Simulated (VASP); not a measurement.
# NaI in VASP: a series of runs, part 2 of 2

VASP 6.6.1. The steps go on from the part before.

### 3 Electric field gradients, PBE (equal xy, yz and zx shear strains of +1.5 %)

Input file INCAR:

```
SYSTEM = NaI
PREC = Accurate
ENCUT = 520
EDIFF = 1E-8
ISMEAR = -1
SIGMA = 0.02
LREAL = .False.
LASPH = .True.
NELM = 60
ALGO = Normal
ISIF = 2
LWAVE = .False.
LCHARG = .False.
GGA = PE
LEFG = .True.
NBANDS = 14
```

Input file KPOINTS:

```
regular mesh
0
Gamma
  8 8 8
  0 0 0
```

Input file POSCAR:

```
NaI
1.0
    0.0485460000      3.2606730000      3.2606730000
    3.2606730000      0.0485460000      3.2606730000
    3.2606730000      3.2606730000      0.0485460000
Na I
1 1
Direct
    0.0000000000      0.0000000000      0.0000000000
    0.5000000000      0.5000000000      0.5000000000
```

Potentials or basis: VASP PAW PBE potentials, release 64 (Na_pv, I).

Launch:

```
> cat potpaw_PBE.64/Na_pv/POTCAR potpaw_PBE.64/I/POTCAR > POTCAR
> mpirun -np 1 vasp_std > vasp.out
```

OUTCAR:

```text
SYSTEM = NaI
   PREC = Accurate
   ENCUT = 520
   EDIFF = 1E-8
   ISMEAR = -1
   LREAL = .False.
   LASPH = .True.
   NELM = 60
   ISIF = 2
   GGA = PE

 ion  position               nearest neighbor table
   1  0.000  0.000  0.000-
   2  0.500  0.500  0.500-

  LATTYP: Found a trigonal (rhomboedric) cell.
 ALAT       =     4.6115435095
 COS(alpha) =     0.5148312781

  Lattice vectors:

 A1 = (   0.0485460000,   3.2606730000,   3.2606730000)
 A2 = (   3.2606730000,   0.0485460000,   3.2606730000)
 A3 = (   3.2606730000,   3.2606730000,   0.0485460000)

Analysis of symmetry for initial positions (statically):
=====================================================================
 Subroutine PRICEL returns:
 Original cell was already a primitive cell.

 Routine SETGRP: Setting up the symmetry group for a
 trigonal (rhombohedral) supercell.

 Subroutine GETGRP returns: Found 12 space group operations
 (whereof 12 operations were pure point group operations)
 out of a pool of 12 trial point group operations.

The static configuration has the point symmetry D_3d.

Analysis of symmetry for dynamics (positions and initial velocities):
=====================================================================
 Subroutine PRICEL returns:
 Original cell was already a primitive cell.

 Routine SETGRP: Setting up the symmetry group for a
 trigonal (rhombohedral) supercell.

 Subroutine GETGRP returns: Found 12 space group operations
 (whereof 12 operations were pure point group operations)
 out of a pool of 12 trial point group operations.

The dynamic configuration has the point symmetry D_3d.

 Subroutine INISYM returns: Found 12 space group operations
 (whereof 12 operations are pure point group operations),
 and found     1 'primitive' translations

----------------------------------------------------------------------------------------

                                     Primitive cell

  volume of cell :      67.7866

  direct lattice vectors                    reciprocal lattice vectors
     0.048546000  3.260673000  3.260673000    -0.156810295  0.154509899  0.154509899
     3.260673000  0.048546000  3.260673000     0.154509899 -0.156810295  0.154509899
     3.260673000  3.260673000  0.048546000     0.154509899  0.154509899 -0.156810295

  length of vectors
     4.611543509  4.611543509  4.611543509     0.268953688  0.268953688  0.268953688

  position of ions in fractional coordinates (direct lattice)
     0.000000000  0.000000000  0.000000000
     0.500000000  0.500000000  0.500000000

  ion indices of the primitive-cell ions
   primitive index   ion index
                 1           1
                 2           2

----------------------------------------------------------------------------------------

 KPOINTS: regular mesh

Automatic generation of k-mesh.
 Grid dimensions read from file:
 generate k-points for:    8    8    8

 Generating k-lattice:

  Cartesian coordinates                     Fractional coordinates (reciprocal lattice)
    -0.019601287  0.019313737  0.019313737     0.125000000  0.000000000  0.000000000
[... 74 lines left out ...]
   ISMEAR =    -1;   SIGMA  =   0.02  broadening in eV -4-tet -1-fermi 0-gaus
   EFERMI_NEDOS =   21; number of points for ismear=-14 and -15
   IALGO  =     38    algorithm
   IMIX   =      4    mixing-type and parameters
     AMIX     =   0.40;   BMIX     =  1.00
     AMIX_MAG =   1.60;   BMIX_MAG =  1.00
  volume/ion in A,a.u.               =      33.89       228.72
  Fermi-wavevector in a.u.,A,eV,Ry     =   0.967690  1.828669 12.740824  0.936424
  Thomas-Fermi vector in A             =   2.097597
   LORBIT       =      0    0 simple, 1 ext, 2 COOP (PROOUT), +10 PAW based schemes
   GGA     = PE    functional components
   LHFCALC =     F    Hartree Fock is set to
   AEXX    =    0.0000 exact exchange contribution
   IVDW    =     0    specifies the selected vdW correction
   LEPSILON=     F    determine dielectric tensor
   LRPA    =     F    only Hartree local field effects (RPA)
 non-spin polarized calculation
  energy-cutoff  :      520.00
  volume of cell :       67.79
 maximum number of plane-waves:      1844
 NGX is ok and might be reduce to    36
   NGX = 17   NGY = 17   NGZ = 17

 number of electron      13.9999995 magnetization

 Free energy of the ion-electron system (eV)
  ---------------------------------------------------
  ext. energy  EPLUGINS =         0.00000000
  ---------------------------------------------------
  free energy    TOTEN  =        -5.38400955 eV

  energy without entropy =       -5.38400955  energy(sigma->0) =       -5.38400955

 E-fermi :   1.2720     XC(G=0):  -7.7053

 val. band max:        0.8423935600   @ k =   0.0000   0.0000   0.0000
 cond. band min:       4.4465464835   @ k =   0.0000   0.0000   0.0000
 fundamental gap:      3.6041529235
 Fermi energy:         1.2720030120

 k-point     1 :       0.0000    0.0000    0.0000
  band No.  band energies     occupation
      1     -21.6326      2.00000
      2     -21.6326      2.00000
      3     -21.6303      2.00000
      4     -10.2095      2.00000
      5       0.7423      2.00000
      6       0.8424      2.00000
      7       0.8424      2.00000
      8       4.4465      0.00000
      9       8.5756      0.00000
     10       8.8230      0.00000
     11       8.8230      0.00000
     12      10.5595      0.00000
     13      10.5595      0.00000
     14      11.2421      0.00000
[... 377 lines left out ...]
      1     -21.6354      2.00000
      2     -21.6327      2.00000
      3     -21.6314      2.00000
      4      -9.9935      2.00000
      5      -0.7061      2.00000
      6       0.2824      2.00000
      7       0.6680      2.00000
      8       6.2695      0.00000
      9       8.1878      0.00000
     10       8.2816      0.00000
     11       8.8095      0.00000
     12      10.1235      0.00000
     13      11.6988      0.00000
     14      11.9514      0.00000

 [... further k-points ...]
[... 5 lines left out ...]
  --------------------------------------------------------------------------------------
  -------------------------------------------------------------------------------------
  Total        0.1833887      0.1833887      0.1833887     -0.0466738     -0.0466738     -0.0466738
  in kB        4.3345056      4.3345056      4.3345056     -1.1031646     -1.1031646     -1.1031646
  external PRESSURE =       4.3345056 kB  Pullay stress =       0.0000000 kB

 VOLUME and BASIS-vectors are now :
 -----------------------------------------------------------------------------
  energy-cutoff  :      520.00
  volume of cell :       67.79
      direct lattice vectors                 reciprocal lattice vectors
     0.048546000  3.260673000  3.260673000    -0.156810295  0.154509899  0.154509899
     3.260673000  0.048546000  3.260673000     0.154509899 -0.156810295  0.154509899
     3.260673000  3.260673000  0.048546000     0.154509899  0.154509899 -0.156810295

 POSITION                                       TOTAL-FORCE (eV/Angst)
 -----------------------------------------------------------------------------------
      0.00000      0.00000      0.00000        -0.000000      0.000000      0.000000
      3.28495      3.28495      3.28495         0.000000     -0.000000     -0.000000
 -----------------------------------------------------------------------------------
    total drift:                                0.000000      0.000000      0.000000

  FREE ENERGIE OF THE ION-ELECTRON SYSTEM (eV)
  ---------------------------------------------------
  free  energy   TOTEN  =        -5.3840095457 eV

  energy  without entropy=       -5.3840095457  energy(sigma->0) =       -5.38400955

 Electric field gradients (V/A^2)
---------------------------------------------------------------------
 ion       V_xx      V_yy      V_zz      V_xy      V_xz      V_yz
---------------------------------------------------------------------
   1      -0.000    -0.000     0.000    -0.216    -0.216    -0.216
   2      -0.000     0.000    -0.000     6.805     6.805     6.805
---------------------------------------------------------------------

 Electric field gradients after diagonalization (V/A^2)
 (convention: |V_zz| > |V_xx| > |V_yy|)
----------------------------------------------------------------------
 ion       V_xx      V_yy      V_zz     asymmetry (V_yy - V_xx)/ V_zz
----------------------------------------------------------------------
   1       0.216     0.216    -0.431       0.000
   2      -6.805    -6.805    13.610       0.000
----------------------------------------------------------------------

           NMR quadrupolar parameters

 Cq : quadrupolar parameter    Cq=e*Q*V_zz/h
 eta: asymmetry parameters     (V_yy - V_xx)/ V_zz
 Q  : nuclear electric quadrupole moment in mb (millibarn)
----------------------------------------------------------------------
 ion       Cq(MHz)       eta       Q (mb)
----------------------------------------------------------------------
   1      -0.001       0.000       1.000
   2       0.033       0.000       1.000
----------------------------------------------------------------------
```

stdout:

```text
POSCAR found type information on POSCAR NaI
 POSCAR found :  2 types and       2 ions
 scaLAPACK will be used
 LDA part: xc-table for (Slater+PW92), standard interpolation
 POSCAR, INCAR and KPOINTS ok, starting setup
 FFT: planning ... GRIDC
 FFT: planning ... GRID_SOFT
 FFT: planning ... GRID
 WAVECAR not read
 entering main loop
ion   1

ion   2
```

It took 40 s on 1 thread of AMD EPYC 9R14 (Zen 4), shared host; peak memory 0.2 GiB.

Results:

| Item | Value |
| --- | --- |
| Free energy | -5.3840 eV |
| Pressure | 0.4 GPa |
| Band gap on the k mesh | 3.60 eV, direct |

Electric field gradients, principal values (V/Å²):
```csv
atom,least,middle,greatest (by size)
1 Na,0.216,0.216,-0.431
2 I,-6.805,-6.805,13.610
```

Caveat: the cell differs from its parent crystal (equal xy, yz and zx shear strains of +1.5 %); without QUAD_EFG the Cq values of the log hold for a quadrupole moment of 1 mb, not for the nuclei; spin-orbit coupling is left out, which moves the levels of the heavy elements.

### 4 Electric field gradients, PBE (xy shear strain of +2 %)

Input file INCAR:

```
SYSTEM = NaI
PREC     = Accurate       ! precision mode
ENCUT    = 520            ! plane-wave cutoff, eV
EDIFF    = 1E-8           ! SCF threshold, eV
ISMEAR   = -1             ! smearing method
SIGMA    = 0.02           ! smearing width, eV
LREAL    = .FALSE.        ! projectors in reciprocal space
LASPH    = .TRUE.         ! aspherical terms in the spheres
NELM     = 80             ! most SCF steps
ALGO     = Normal         ! electronic algorithm
ISIF     = 2              ! what is computed and relaxed
LWAVE    = .FALSE.        ! write WAVECAR
LCHARG   = .FALSE.        ! write CHGCAR
GGA      = PE             ! functional
LEFG     = .TRUE.       
NBANDS   = 14             ! bands
```

Input file KPOINTS:

```
Automatic mesh
0
G
  8 8 8
  0 0 0
```

Input file POSCAR:

```
NaI
1.0
    0.0323640000      3.2364000000      3.2364000000
    3.2364000000      0.0323640000      3.2364000000
    3.2687640000      3.2687640000      0.0000000000
Na I
1 1
Direct
    0.0000000000      0.0000000000      0.0000000000
    0.5000000000      0.5000000000      0.5000000000
```

Potentials or basis: VASP PAW PBE potentials, release 64 (Na_pv, I).

Launch:

```
> cat potpaw_PBE.64/Na_pv/POTCAR potpaw_PBE.64/I/POTCAR > POTCAR
> mpirun -np 1 vasp_std > vasp.out
```

OUTCAR:

```text
SYSTEM = NaI
   PREC = Accurate
   ENCUT = 520
   EDIFF = 1E-8
   ISMEAR = -1
   LREAL = .FALSE.
   LASPH = .TRUE.
   NELM = 80
   ISIF = 2
   GGA = PE

 ion  position               nearest neighbor table
   1  0.000  0.000  0.000-
   2  0.500  0.500  0.500-

  LATTYP: Found a body centered orthorhombic cell.
 ALAT       =     4.5311911655
 B/A-ratio  =     1.0202020202
 C/A-ratio  =     1.4284985479

  Lattice vectors:

[... 619 lines left out ...]
    total drift:                                0.000000      0.000000      0.000000

  FREE ENERGIE OF THE ION-ELECTRON SYSTEM (eV)
  ---------------------------------------------------
  free  energy   TOTEN  =        -5.3844455016 eV

  energy  without entropy=       -5.3844455016  energy(sigma->0) =       -5.38444550

 Electric field gradients (V/A^2)
---------------------------------------------------------------------
 ion       V_xx      V_yy      V_zz      V_xy      V_xz      V_yz
---------------------------------------------------------------------
   1       0.003     0.003    -0.006    -0.287     0.004     0.004
   2      -0.080    -0.080     0.160     8.907    -0.000    -0.000
---------------------------------------------------------------------

 Electric field gradients after diagonalization (V/A^2)
 (convention: |V_zz| > |V_xx| > |V_yy|)
----------------------------------------------------------------------
 ion       V_xx      V_yy      V_zz     asymmetry (V_yy - V_xx)/ V_zz
----------------------------------------------------------------------
   1      -0.284    -0.006     0.290       0.958
   2       8.827     0.160    -8.987       0.964
----------------------------------------------------------------------

           NMR quadrupolar parameters

 Cq : quadrupolar parameter    Cq=e*Q*V_zz/h
 eta: asymmetry parameters     (V_yy - V_xx)/ V_zz
 Q  : nuclear electric quadrupole moment in mb (millibarn)
----------------------------------------------------------------------
 ion       Cq(MHz)       eta       Q (mb)
----------------------------------------------------------------------
   1       0.001       0.958       1.000
   2      -0.022       0.964       1.000
----------------------------------------------------------------------
```

stdout:

```text
POSCAR found type information on POSCAR NaI
 POSCAR found :  2 types and       2 ions
 scaLAPACK will be used
 LDA part: xc-table for (Slater+PW92), standard interpolation
 POSCAR, INCAR and KPOINTS ok, starting setup
 FFT: planning ... GRIDC
 FFT: planning ... GRID_SOFT
 FFT: planning ... GRID
 WAVECAR not read
 entering main loop
ion   1

ion   2
```

It took 56 s on 1 thread of AMD EPYC 9R14 (Zen 4), shared host; peak memory 0.23 GiB.

What came out:

* Free energy: -5.3844 eV
* Pressure: 0.4 GPa
* Band gap on the k mesh: 3.59 eV, direct

Electric field gradients, principal values (V/Å²):
| atom | least | middle | greatest (by size) |
| --- | --- | --- | --- |
| 1 Na | -0.006 | -0.284 | 0.290 |
| 2 I | 0.160 | 8.827 | -8.987 |

Caveat: the cell differs from its parent crystal (xy shear strain of +2 %); without QUAD_EFG the Cq values of the log hold for a quadrupole moment of 1 mb, not for the nuclei; spin-orbit coupling is left out, which moves the levels of the heavy elements.
